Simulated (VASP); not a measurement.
# SiC (R3m) in VASP: notebook, part 2 of 2

VASP 6.6.1. Earlier steps stand in the parts before.

**3. Single point, PBE**

This run uses another cell than the first one, of the same volume but with other edges.

Contents of INCAR:

```
PREC = Accurate ; ENCUT = 520
EDIFF = 1E-6 ; ISMEAR = 0
SIGMA = 0.05 ; LREAL = F
LASPH = T ; NELM = 100
ALGO = Normal ; ISIF = 2
LWAVE = F ; LCHARG = T
GGA = PE ; LELF = T
LVHAR = T ; NBANDS = 11
```

Contents of KPOINTS:

```
Automatic mesh
0
Gamma
  12 12 12
```

Contents of POSCAR:

```
SiC
1.0
    0.0000000000      2.2190315208      2.2190315208
    2.2190315208      0.0000000000      2.2190315208
    2.1955097867      2.1955097867      0.0235217341
Si C
1 1
Direct
    0.0000000000      0.0000000000      0.0000000000
    0.7500000000      0.7500000000      0.7500000000
```

Potentials or basis: VASP PAW PBE potentials, release 64 (Si, C).

Command:

```
$ cat potpaw_PBE.64/Si/POTCAR potpaw_PBE.64/C/POTCAR > POTCAR
$ mpirun -np 1 vasp_std > vasp.out
```

OUTCAR:

```text
PREC = Accurate
   ENCUT = 520
   EDIFF = 1E-6
   ISMEAR = 0
   LREAL = F
   LASPH = T
   NELM = 100
   ISIF = 2
   GGA = PE

 ion  position               nearest neighbor table
   1  0.000  0.000  0.000-   2 1.89   2 1.92   2 1.92   2 1.92
   2  0.750  0.750  0.750-   1 1.89   1 1.92   1 1.92   1 1.92

  LATTYP: Found a trigonal (rhomboedric) cell.
 ALAT       =     3.1050088114
 COS(alpha) =     0.4892583576

  Lattice vectors:

 A1 = (   2.1955097867,  -0.0235217341,  -2.1955097867)
 A2 = (  -0.0235217341,   2.1955097867,  -2.1955097867)
 A3 = (   2.1955097867,   2.1955097867,   0.0235217341)

Analysis of symmetry for initial positions (statically):
=====================================================================
 Subroutine PRICEL returns:
 Original cell was already a primitive cell.

 Routine SETGRP: Setting up the symmetry group for a
 trigonal (rhombohedral) supercell.

 Subroutine GETGRP returns: Found  6 space group operations
 (whereof  6 operations were pure point group operations)
 out of a pool of 12 trial point group operations.

The static configuration has the point symmetry C_3v.

Analysis of symmetry for dynamics (positions and initial velocities):
=====================================================================
 Subroutine PRICEL returns:
 Original cell was already a primitive cell.

 Routine SETGRP: Setting up the symmetry group for a
 trigonal (rhombohedral) supercell.

 Subroutine GETGRP returns: Found  6 space group operations
 (whereof  6 operations were pure point group operations)
 out of a pool of 12 trial point group operations.

The dynamic configuration has the point symmetry C_3v.

 Subroutine INISYM returns: Found  6 space group operations
 (whereof  6 operations are pure point group operations),
 and found     1 'primitive' translations

----------------------------------------------------------------------------------------

                                     Primitive cell

[... 112 lines left out ...]
  Fermi-wavevector in a.u.,A,eV,Ry     =   1.177384  2.224934 18.860859  1.386234
  Thomas-Fermi vector in A             =   2.313732
   LORBIT       =      0    0 simple, 1 ext, 2 COOP (PROOUT), +10 PAW based schemes
   GGA     = PE    functional components
   LHFCALC =     F    Hartree Fock is set to
   AEXX    =    0.0000 exact exchange contribution
   IVDW    =     0    specifies the selected vdW correction
   LEPSILON=     F    determine dielectric tensor
   LRPA    =     F    only Hartree local field effects (RPA)
 non-spin polarized calculation
 Gauss-broadening in eV      SIGMA  =   0.05
  energy-cutoff  :      520.00
  volume of cell :       21.51
 maximum number of plane-waves:       590
   NGX = 11   NGY = 11   NGZ = 11

 number of electron       8.0000001 magnetization

 Free energy of the ion-electron system (eV)
  ---------------------------------------------------
  ext. energy  EPLUGINS =         0.00000000
  ---------------------------------------------------
  free energy    TOTEN  =       -15.04754292 eV

  energy without entropy =      -15.04754292  energy(sigma->0) =      -15.04754292

 E-fermi :   8.0068     XC(G=0): -11.1885

 val. band max:        7.7324524499   @ k =   0.0000   0.0000   0.0000
 cond. band min:       9.0668428407   @ k =   0.5000   0.5000   0.0000
 fundamental gap:      1.3343903908
 Fermi energy:         8.0068112307

 k-point     1 :       0.0000    0.0000    0.0000
  band No.  band energies     occupation
      1      -7.4248      2.00000
      2       7.6523      2.00000
      3       7.6523      2.00000
      4       7.7325      2.00000
      5      13.4092      0.00000
      6      14.6069      0.00000
      7      14.6069      0.00000
      8      15.0188      0.00000
      9      21.9659      0.00000
     10      21.9659      0.00000
     11      23.5692      0.00000
[... 309 lines left out ...]
 k-point    24 :      -0.4167    0.1667    0.0000
  band No.  band energies     occupation
      1      -3.7279      2.00000
      2      -0.1502      2.00000
      3       4.6542      2.00000
      4       6.2373      2.00000
      5      12.7689      0.00000
      6      15.1477      0.00000
      7      16.1157      0.00000
      8      18.4496      0.00000
      9      21.8972      0.00000
     10      22.8481      0.00000
     11      25.3813      0.00000

 [... further k-points ...]
[... 5 lines left out ...]
  --------------------------------------------------------------------------------------
  -------------------------------------------------------------------------------------
  Total       -0.6395414     -0.6395414     -0.6395414      0.3593395     -0.3593395     -0.3593395
  in kB      -47.6452490    -47.6452490    -47.6452490     26.7704676    -26.7704676    -26.7704676
  external PRESSURE =     -47.6452490 kB  Pullay stress =       0.0000000 kB

 VOLUME and BASIS-vectors are now :
 -----------------------------------------------------------------------------
  energy-cutoff  :      520.00
  volume of cell :       21.51
      direct lattice vectors                 reciprocal lattice vectors
     0.000000000  2.219031521  2.219031521    -0.226537033  0.224110014  0.226537033
     2.219031521  0.000000000  2.219031521     0.224110014 -0.226537033  0.226537033
     2.195509787  2.195509787  0.023521734     0.228964051  0.228964051 -0.228964051

 POSITION                                       TOTAL-FORCE (eV/Angst)
 -----------------------------------------------------------------------------------
      0.00000      0.00000      0.00000        -0.075109     -0.075109      0.075109
      3.31091      3.31091      3.34619         0.075109      0.075109     -0.075109
 -----------------------------------------------------------------------------------
    total drift:                                0.000172      0.000172     -0.000172

  FREE ENERGIE OF THE ION-ELECTRON SYSTEM (eV)
  ---------------------------------------------------
  free  energy   TOTEN  =       -15.0475429157 eV

  energy  without entropy=      -15.0475429157  energy(sigma->0) =      -15.04754292
```

OSZICAR:

```text
N       E                     dE             d eps       ncg     rms          rms(c)
DAV:   1     0.433249494116E+01    0.43325E+01   -0.39563E+03  4286   0.612E+02
DAV:   2    -0.161446535743E+02   -0.20477E+02   -0.19461E+02  5203   0.110E+02
DAV:   3    -0.167972032155E+02   -0.65255E+00   -0.65148E+00  5152   0.165E+01
DAV:   4    -0.167998059139E+02   -0.26027E-02   -0.26025E-02  4759   0.132E+00
DAV:   5    -0.167998178807E+02   -0.11967E-04   -0.11967E-04  5124   0.830E-02    0.843E+00
DAV:   6    -0.150930897974E+02    0.17067E+01   -0.64362E+00  4665   0.112E+01    0.370E+00
DAV:   7    -0.150547527375E+02    0.38337E-01   -0.33934E-01  4971   0.337E+00    0.172E+00
DAV:   8    -0.150473217734E+02    0.74310E-02   -0.19718E-02  4713   0.934E-01    0.172E-01
DAV:   9    -0.150474235515E+02   -0.10178E-03   -0.17392E-03  5228   0.235E-01    0.112E-01
DAV:  10    -0.150475395142E+02   -0.11596E-03   -0.26020E-04  4605   0.969E-02    0.268E-02
DAV:  11    -0.150475425898E+02   -0.30756E-05   -0.47154E-05  5001   0.352E-02    0.723E-03
DAV:  12    -0.150475429157E+02   -0.32591E-06   -0.19717E-06  3820   0.867E-03
   1 F= -.15047543E+02 E0= -.15047543E+02  d E =-.136974E-17
```

stdout:

```text
POSCAR found type information on POSCAR SiC
 POSCAR found :  2 types and       2 ions
 scaLAPACK will be used
 LDA part: xc-table for (Slater+PW92), standard interpolation
 POSCAR, INCAR and KPOINTS ok, starting setup
 FFT: planning ... GRIDC
 FFT: planning ... GRID_SOFT
 FFT: planning ... GRID
 WAVECAR not read
 entering main loop
```

Wall time 54 s (1 thread of AMD EPYC 7R43 (Zen 3), shared host); peak memory 0.13 GiB.

What came out:

```
Free energy            : -15.0475 eV
Pressure               : -4.8 GPa
Largest force          : 0.130 eV/Å
Band gap on the k mesh : 1.33 eV, indirect (least direct gap 4.42 eV)
```

Forces on the atoms (eV/Å):
```
Si  -0.075 -0.075  0.075
C    0.075  0.075 -0.075
```

Stress tensor (GPa, compression positive):
```
-4.76  2.68 -2.68
 2.68 -4.76 -2.68
-2.68 -2.68 -4.76
```

A k mesh can miss the band edges. As with any semilocal functional, this PBE gap is likely too small.
